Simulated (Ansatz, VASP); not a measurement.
**Two plane-wave programs on SrO**

```
Sr O
1.0
     0.00000    2.59737    2.59737
     2.59737    0.00000    2.59737
     2.59737    2.59737    0.00000
Sr O
1 1
Direct
  0.50000 0.50000 0.50000
  0.00000 0.00000 0.00000
```

Alike in both runs: functional PBE; k mesh 8 × 8 × 8; occupations gaussian, width 0.02 eV; no spin polarisation.

Ansatz relaxed the structure, and its values are those at the end. VASP's run is a single point on that final structure, the one shown.

|  | VASP | Ansatz |
| --- | --- | --- |
| version | VASP 6.6.1 | Ansatz 0.2.0 |
| potentials or method | VASP PAW PBE potentials, release 64 (Sr_sv, O), cutoff 520 eV | scalar-relativistic, plane waves, PAW |
| valence electrons in the cell | 16 | 16 |

|  | VASP | Ansatz | Ansatz less VASP |
| --- | --- | --- | --- |
| gap on the k mesh at the Fermi level (eV) | 3.28 | 3.33 | +0.046 |
| least direct gap on the mesh (eV) | 3.39 | 3.42 | +0.036 |
| pressure (GPa) | 0.5 | 0.0 | -0.51 |
